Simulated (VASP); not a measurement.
# Se (P6/mmm) in VASP: further runs, part 2 of 3

VASP 6.6.1. Earlier steps stand in the parts before.

## 3. Single point, PBEsol (volume scaled by 0.96)

The input, INCAR:

```
PREC = Accurate
ENCUT = 520
EDIFF = 1E-7
ISMEAR = -1
SIGMA = 0.1
LREAL = F
LASPH = T
NELM = 60
ALGO = Normal
ISIF = 2
LWAVE = F
LCHARG = T
GGA = PS
LELF = T
LVHAR = T
NBANDS = 16
```

The input, KPOINTS:

```
Automatic mesh
0
Gamma
  9 9 11
```

The input, POSCAR:

```
Se
1.0
    4.6130432587      0.0000000000      0.0000000000
   -2.3065216293      3.9950126508      0.0000000000
    0.0000000000      0.0000000000      3.0909039265
Se
3
Direct
    0.0000000000      0.0000000000      0.0000000000
    0.3333333333      0.6666666667      0.5000000000
    0.6666666667      0.3333333333      0.5000000000
```

Potentials or basis: VASP PAW PBE potentials, release 64 (Se).

Command:

```bash
cat potpaw_PBE.64/Se/POTCAR > POTCAR
mpirun -np 1 vasp_std > vasp.out
```

OUTCAR:

```text
PREC = Accurate
   ENCUT = 520
   EDIFF = 1E-7
   ISMEAR = -1
   LREAL = F
   LASPH = T
   NELM = 60
   ISIF = 2
   GGA = PS

 ion  position               nearest neighbor table
   1  0.000  0.000  0.000-
   2  0.333  0.667  0.500-   3 2.66   3 2.66   3 2.66
   3  0.667  0.333  0.500-   2 2.66   2 2.66   2 2.66

  LATTYP: Found a hexagonal cell.
 ALAT       =     4.6130432587
 C/A-ratio  =     0.6700357558

  Lattice vectors:

 A1 = (   4.6130432587,   0.0000000000,   0.0000000000)
 A2 = (  -2.3065216293,   3.9950126508,   0.0000000000)
 A3 = (   0.0000000000,   0.0000000000,   3.0909039265)

Analysis of symmetry for initial positions (statically):
=====================================================================
 Subroutine PRICEL returns:
 Original cell was already a primitive cell.

 Routine SETGRP: Setting up the symmetry group for a
 hexagonal supercell.

 Subroutine GETGRP returns: Found 24 space group operations
 (whereof 24 operations were pure point group operations)
 out of a pool of 24 trial point group operations.

The static configuration has the point symmetry D_6h.

Analysis of symmetry for dynamics (positions and initial velocities):
=====================================================================
 Subroutine PRICEL returns:
 Original cell was already a primitive cell.

 Routine SETGRP: Setting up the symmetry group for a
 hexagonal supercell.

 Subroutine GETGRP returns: Found 24 space group operations
 (whereof 24 operations were pure point group operations)
 out of a pool of 24 trial point group operations.

The dynamic configuration has the point symmetry D_6h.

 Subroutine INISYM returns: Found 24 space group operations
 (whereof 24 operations are pure point group operations),
 and found     1 'primitive' translations

[... 112 lines left out ...]
   EFERMI_NEDOS =   21; number of points for ismear=-14 and -15
   IALGO  =     38    algorithm
   IMIX   =      4    mixing-type and parameters
     AMIX     =   0.40;   BMIX     =  1.00
     AMIX_MAG =   1.60;   BMIX_MAG =  1.00
  volume/ion in A,a.u.               =      18.99       128.13
  Fermi-wavevector in a.u.,A,eV,Ry     =   1.115069  2.107176 16.917212  1.243380
  Thomas-Fermi vector in A             =   2.251671
   LORBIT       =      0    0 simple, 1 ext, 2 COOP (PROOUT), +10 PAW based schemes
   GGA     = PS    functional components
   LHFCALC =     F    Hartree Fock is set to
   AEXX    =    0.0000 exact exchange contribution
   IVDW    =     0    specifies the selected vdW correction
   LEPSILON=     F    determine dielectric tensor
   LRPA    =     F    only Hartree local field effects (RPA)
 non-spin polarized calculation
  energy-cutoff  :      520.00
  volume of cell :       56.96
 maximum number of plane-waves:      1565
 NGX is ok and might be reduce to    36
   NGX = 17   NGY = 17   NGZ = 11

 number of electron      18.0000004 magnetization

 Free energy of the ion-electron system (eV)
  ---------------------------------------------------
  ext. energy  EPLUGINS =         0.00000000
  ---------------------------------------------------
  free energy    TOTEN  =       -10.07529078 eV

  energy without entropy =      -10.01755393  energy(sigma->0) =      -10.04642235

 E-fermi :   6.3053     XC(G=0): -11.0149

 val. band max:        6.2870835298   @ k =   0.1111   0.0000   0.4545
 cond. band min:       6.3093978914   @ k =   0.3333   0.0000   0.0909
 fundamental gap:      0.0223143616
 Fermi energy:         6.3053094235

 k-point     1 :       0.0000    0.0000    0.0000
  band No.  band energies     occupation
      1     -10.6816      2.00000
      2      -5.6005      2.00000
      3      -5.2564      2.00000
      4       0.6373      2.00000
      5       0.6373      2.00000
      6       1.5037      2.00000
[... 433 lines left out ...]
      3      -7.6118      2.00000
      4       1.0860      2.00000
      5       2.3525      2.00000
      6       2.3525      2.00000
[... 8 lines left out ...]
     15      15.0270      0.00000
     16      15.9801      0.00000

 [... further k-points ...]

------------------------ aborting loop because EDIFF is reached ----------------------------------------

  FORCE on cell =-STRESS in cart. coord.  units (eV):
  Direction    XX          YY          ZZ          XY          YZ          ZX
  --------------------------------------------------------------------------------------
  -------------------------------------------------------------------------------------
  Total        1.3378288      1.3378288      1.3032040      0.0000000      0.0000000      0.0000000
  in kB       37.6287629     37.6287629     36.6548788      0.0000000      0.0000000      0.0000000
  external PRESSURE =      37.3041349 kB  Pullay stress =       0.0000000 kB

 VOLUME and BASIS-vectors are now :
 -----------------------------------------------------------------------------
  energy-cutoff  :      520.00
  volume of cell :       56.96
      direct lattice vectors                 reciprocal lattice vectors
     4.613043259  0.000000000  0.000000000     0.216776636  0.125156049  0.000000000
    -2.306521629  3.995012651  0.000000000     0.000000000  0.250312098  0.000000000
     0.000000000  0.000000000  3.090903926     0.000000000  0.000000000  0.323529952

 POSITION                                       TOTAL-FORCE (eV/Angst)
 -----------------------------------------------------------------------------------
      0.00000      0.00000      0.00000         0.000000      0.000000     -0.000000
     -0.00000      2.66334      1.54545         0.000000      0.000000      0.000000
      2.30652      1.33167      1.54545        -0.000000      0.000000     -0.000000
 -----------------------------------------------------------------------------------
    total drift:                                0.000000      0.000000     -0.000000

  FREE ENERGIE OF THE ION-ELECTRON SYSTEM (eV)
  ---------------------------------------------------
  free  energy   TOTEN  =       -10.0752907835 eV

  energy  without entropy=      -10.0175539252  energy(sigma->0) =      -10.04642235
```

OSZICAR:

```text
N       E                     dE             d eps       ncg     rms          rms(c)
DAV:   1     0.684782270652E+02    0.68478E+02   -0.78739E+03  2304   0.989E+02
DAV:   2    -0.666110944233E+01   -0.75139E+02   -0.71440E+02  3160   0.158E+02
DAV:   3    -0.101031925381E+02   -0.34421E+01   -0.34219E+01  2792   0.355E+01
DAV:   4    -0.101179513703E+02   -0.14759E-01   -0.14757E-01  3080   0.279E+00
DAV:   5    -0.101180025299E+02   -0.51160E-04   -0.51158E-04  2896   0.158E-01    0.684E+00
DAV:   6    -0.100806252345E+02    0.37377E-01   -0.89012E-02  2896   0.174E+00    0.415E+00
DAV:   7    -0.100765804952E+02    0.40447E-02   -0.30658E-02  2792   0.114E+00    0.162E+00
DAV:   8    -0.100754219051E+02    0.11586E-02   -0.70797E-03  3080   0.546E-01    0.121E-01
DAV:   9    -0.100753161839E+02    0.10572E-03   -0.89347E-04  2832   0.171E-01    0.621E-02
DAV:  10    -0.100752920842E+02    0.24100E-04   -0.10274E-04  2992   0.588E-02    0.132E-02
DAV:  11    -0.100752913195E+02    0.76468E-06   -0.10335E-05  2944   0.191E-02    0.700E-03
DAV:  12    -0.100752907580E+02    0.56153E-06   -0.13818E-06  2976   0.704E-03    0.217E-03
DAV:  13    -0.100752907835E+02   -0.25549E-07   -0.13207E-07  2088   0.249E-03
   1 F= -.10075291E+02 E0= -.10046422E+02  d E =-.577369E-01
```

stdout:

```text
POSCAR found type information on POSCAR Se
 POSCAR found :  1 types and       3 ions
 scaLAPACK will be used
 -----------------------------------------------------------------------------
|                                                                             |
|                                                                             |
|     You enforced a specific xc type in the INCAR file but a different       |
|     I HOPE YOU KNOW WHAT YOU ARE DOING!                                     |
|                                                                             |
 -----------------------------------------------------------------------------

 LDA part: xc-table for (Slater+PW92), standard interpolation
 POSCAR, INCAR and KPOINTS ok, starting setup
 FFT: planning ... GRIDC
 FFT: planning ... GRID_SOFT
 FFT: planning ... GRID
 WAVECAR not read
 entering main loop
```

It took 42 s on 1 thread of Intel Xeon 6975P-C, shared host; peak memory 0.21 GiB.

Results:

- Free energy: -10.0753 eV
- Pressure: 3.7 GPa
- Band gap on the k mesh: zero (band 9 reaches 8.77 eV, above the bottom of band 10 at 4.16 eV)

Levels at points of the mesh, in eV from the Fermi level:
```
           k point  band 7  band 8  band 9  band 10  band 11  band 12
(0.00, 0.00, 0.00)   -4.80   -1.69    2.46     2.61     3.71     3.71
```

Caveat: the cell differs from its parent crystal (volume scaled by 0.96); the PAW data sets were made with another functional, which shifts forces and pressure a little.

## 4. Single point, PBEsol

This run uses another cell than the first one, of 19.78 Å³/atom, 1.087 times its volume.

The input, INCAR:

```
PREC = Accurate
ENCUT = 520
EDIFF = 1E-7
ISMEAR = -1
SIGMA = 0.1
LREAL = False
LASPH = True
NELM = 80
ALGO = Normal
ISIF = 2
LWAVE = False
LCHARG = True
GGA = PS
LELF = True
LVHAR = True
NBANDS = 16
```

KPOINTS is that of step 3.

The input, POSCAR:

```
Se
1.0
    4.6762434856      0.0000000000      0.0000000000
   -2.3381217428      4.0497456528      0.0000000000
    0.0000000000      0.0000000000      3.1332503383
Se
3
Direct
    0.0000000000      0.0000000000      0.0000000000
    0.3333333333      0.6666666667      0.5000000000
    0.6666666667      0.3333333333      0.5000000000
```

Command:

```bash
cat potpaw_PBE.64/Se/POTCAR > POTCAR
mpirun -np 1 vasp_std > vasp.out
```

It took 44 s on 1 thread of Intel Xeon 6975P-C, shared host; peak memory 0.21 GiB.

Results (log left out):

```
Free energy            : -10.1024 eV
Pressure               : 0.1 GPa
Band gap on the k mesh : zero (band 9 reaches 8.07 eV, above the bottom of band 10 at 3.78 eV)
```

Stress tensor (GPa, compression positive):
```
-0.27  0.00  0.00
 0.00 -0.27  0.00
 0.00  0.00  0.70
```

Levels at points of the mesh, in eV from the Fermi level:
| k point | band 5 | band 6 | band 7 | band 8 | band 9 | band 10 | band 11 | band 12 | band 13 | band 14 |
| --- | --- | --- | --- | --- | --- | --- | --- | --- | --- | --- |
| (0.00, 0.00, 0.00) | -5.39 | -4.53 | -4.53 | -1.60 | 2.30 | 2.45 | 3.48 | 3.48 | 4.79 | 10.81 |

Caveat: the PAW data sets were made with another functional, which shifts forces and pressure a little.

## 5. Single point, PBEsol (volume scaled by 1.04)

The input, INCAR:

```
PREC = Accurate
ENCUT = 520
EDIFF = 1E-6
ISMEAR = -1
SIGMA = 0.1
LREAL = F
LASPH = T
NELM = 100
ALGO = Normal
ISIF = 2
LWAVE = F
LCHARG = F
GGA = PS
NBANDS = 16
```

KPOINTS is that of step 4.

The input, POSCAR:

```
Se
1.0
    4.7377800620      0.0000000000      0.0000000000
   -2.3688900310      4.1030378912      0.0000000000
    0.0000000000      0.0000000000      3.1744820448
Se
3
Direct
    0.0000000000      0.0000000000      0.0000000000
    0.3333333333      0.6666666667      0.5000000000
    0.6666666667      0.3333333333      0.5000000000
```

Potentials or basis: VASP PAW PBE potentials, release 64 (Se).

Command:

```bash
cat potpaw_PBE.64/Se/POTCAR > POTCAR
mpirun -np 1 vasp_std > vasp.out
```

OUTCAR:

```text
PREC = Accurate
   ENCUT = 520
   EDIFF = 1E-6
   ISMEAR = -1
   LREAL = F
   LASPH = T
   NELM = 100
   ISIF = 2
   GGA = PS

 ion  position               nearest neighbor table
   1  0.000  0.000  0.000-
   2  0.333  0.667  0.500-   3 2.74   3 2.74   3 2.74
   3  0.667  0.333  0.500-   2 2.74   2 2.74   2 2.74

  LATTYP: Found a hexagonal cell.
 ALAT       =     4.7377800620
 C/A-ratio  =     0.6700357558

  Lattice vectors:

 A1 = (   4.7377800620,   0.0000000000,   0.0000000000)
 A2 = (  -2.3688900310,   4.1030378912,   0.0000000000)
 A3 = (   0.0000000000,   0.0000000000,   3.1744820448)

Analysis of symmetry for initial positions (statically):
=====================================================================
 Subroutine PRICEL returns:
 Original cell was already a primitive cell.

 Routine SETGRP: Setting up the symmetry group for a
 hexagonal supercell.

 Subroutine GETGRP returns: Found 24 space group operations
 (whereof 24 operations were pure point group operations)
 out of a pool of 24 trial point group operations.

The static configuration has the point symmetry D_6h.

Analysis of symmetry for dynamics (positions and initial velocities):
=====================================================================
 Subroutine PRICEL returns:
 Original cell was already a primitive cell.

 Routine SETGRP: Setting up the symmetry group for a
 hexagonal supercell.

 Subroutine GETGRP returns: Found 24 space group operations
 (whereof 24 operations were pure point group operations)
 out of a pool of 24 trial point group operations.

The dynamic configuration has the point symmetry D_6h.

 Subroutine INISYM returns: Found 24 space group operations
 (whereof 24 operations are pure point group operations),
 and found     1 'primitive' translations

[... 112 lines left out ...]
   EFERMI_NEDOS =   21; number of points for ismear=-14 and -15
   IALGO  =     38    algorithm
   IMIX   =      4    mixing-type and parameters
     AMIX     =   0.40;   BMIX     =  1.00
     AMIX_MAG =   1.60;   BMIX_MAG =  1.00
  volume/ion in A,a.u.               =      20.57       138.81
  Fermi-wavevector in a.u.,A,eV,Ry     =   1.085712  2.051698 16.038142  1.178770
  Thomas-Fermi vector in A             =   2.221832
   LORBIT       =      0    0 simple, 1 ext, 2 COOP (PROOUT), +10 PAW based schemes
   GGA     = PS    functional components
   LHFCALC =     F    Hartree Fock is set to
   AEXX    =    0.0000 exact exchange contribution
   IVDW    =     0    specifies the selected vdW correction
   LEPSILON=     F    determine dielectric tensor
   LRPA    =     F    only Hartree local field effects (RPA)
 non-spin polarized calculation
  energy-cutoff  :      520.00
  volume of cell :       61.71
 maximum number of plane-waves:      1686
 NGX is ok and might be reduce to    36
   NGX = 17   NGY = 17   NGZ = 11

 number of electron      17.9999999 magnetization

 Free energy of the ion-electron system (eV)
  ---------------------------------------------------
  ext. energy  EPLUGINS =         0.00000000
  ---------------------------------------------------
  free energy    TOTEN  =       -10.08075647 eV

  energy without entropy =      -10.01388672  energy(sigma->0) =      -10.04732160

 E-fermi :   5.2757     XC(G=0): -10.6512

 val. band max:        5.2548348644   @ k =   0.3333  -0.0000   0.0909
 cond. band min:       5.2880399056   @ k =   0.2222   0.1111   0.0909
 fundamental gap:      0.0332050412
 Fermi energy:         5.2757319412

 k-point     1 :       0.0000    0.0000    0.0000
  band No.  band energies     occupation
      1     -10.9418      2.00000
      2      -6.5396      2.00000
      3      -6.2349      2.00000
      4       0.1479      2.00000
      5       0.1479      2.00000
      6       0.9979      2.00000
[... 433 lines left out ...]
      3      -8.1582      2.00000
      4       0.3824      2.00000
      5       1.5890      2.00000
      6       1.5890      2.00000
[... 8 lines left out ...]
     15      13.8118      0.00000
     16      14.9467      0.00000

 [... further k-points ...]

------------------------ aborting loop because EDIFF is reached ----------------------------------------

  FORCE on cell =-STRESS in cart. coord.  units (eV):
  Direction    XX          YY          ZZ          XY          YZ          ZX
  --------------------------------------------------------------------------------------
  -------------------------------------------------------------------------------------
  Total       -1.3458477     -1.3458477     -0.6437562      0.0000000      0.0000000      0.0000000
  in kB      -34.9424383    -34.9424383    -16.7139342      0.0000000      0.0000000      0.0000000
  external PRESSURE =     -28.8662703 kB  Pullay stress =       0.0000000 kB

 VOLUME and BASIS-vectors are now :
 -----------------------------------------------------------------------------
  energy-cutoff  :      520.00
  volume of cell :       61.71
      direct lattice vectors                 reciprocal lattice vectors
     4.737780062  0.000000000  0.000000000     0.211069317  0.121860927  0.000000000
    -2.368890031  4.103037891  0.000000000     0.000000000  0.243721854  0.000000000
     0.000000000  0.000000000  3.174482045     0.000000000  0.000000000  0.315012020

 POSITION                                       TOTAL-FORCE (eV/Angst)
 -----------------------------------------------------------------------------------
      0.00000      0.00000      0.00000        -0.000000      0.000000     -0.000000
     -0.00000      2.73536      1.58724        -0.000000      0.000000      0.000000
      2.36889      1.36768      1.58724         0.000000      0.000000     -0.000000
 -----------------------------------------------------------------------------------
    total drift:                                0.000000      0.000000     -0.000000

  FREE ENERGIE OF THE ION-ELECTRON SYSTEM (eV)
  ---------------------------------------------------
  free  energy   TOTEN  =       -10.0807564726 eV

  energy  without entropy=      -10.0138867193  energy(sigma->0) =      -10.04732160
```

stdout:

```text
POSCAR found type information on POSCAR Se
 POSCAR found :  1 types and       3 ions
 scaLAPACK will be used
 -----------------------------------------------------------------------------
|                                                                             |
|                                                                             |
|     You enforced a specific xc type in the INCAR file but a different       |
|     I HOPE YOU KNOW WHAT YOU ARE DOING!                                     |
|                                                                             |
 -----------------------------------------------------------------------------

 LDA part: xc-table for (Slater+PW92), standard interpolation
 POSCAR, INCAR and KPOINTS ok, starting setup
 FFT: planning ... GRIDC
 FFT: planning ... GRID_SOFT
 FFT: planning ... GRID
 WAVECAR not read
 entering main loop
```

It took 46 s on 1 thread of Intel Xeon 6975P-C, shared host; peak memory 0.21 GiB.

Results:

```
Free energy            : -10.0808 eV
Pressure               : -2.9 GPa
Band gap on the k mesh : zero (band 9 reaches 7.43 eV, above the bottom of band 10 at 3.42 eV)
```

Stress tensor (GPa, compression positive):
```
-3.49  0.00  0.00
 0.00 -3.49  0.00
 0.00  0.00 -1.67
```

Caveat: the cell differs from its parent crystal (volume scaled by 1.04); the PAW data sets were made with another functional, which shifts forces and pressure a little.

[end of part 2 of 3]
